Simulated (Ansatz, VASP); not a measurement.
## C: VASP beside Ansatz

```
C
1.0
     0.00000    1.75142    1.83900
     1.75142    0.00000    1.83900
     1.75142    1.75142    0.00000
C
2
Direct
  0.50000 0.50000 0.50000
  0.75000 0.75000 0.75000
```

Alike in both runs: task single point; functional r2SCAN; k mesh 12 × 12 × 12; occupations gaussian, width 0.05 eV; no spin polarisation.

```csv
,VASP,Ansatz
version,VASP 6.6.1,Ansatz 0.2.0
potentials or method,"VASP PAW PBE potentials, release 64 (C_h), cutoff 910 eV","scalar-relativistic, plane waves, PAW"
valence electrons in the cell,8,8
```

```tsv
	VASP	Ansatz	Ansatz less VASP
gap on the k mesh at the Fermi level (eV)	3.74	3.74	-0.001
least direct gap on the mesh (eV)	5.43	5.43	+0.001
```

VASP's potentials were made for PBE, not for r2SCAN.

Noted on VASP's run: the cutoff is short for stress, so the pressure is rough.
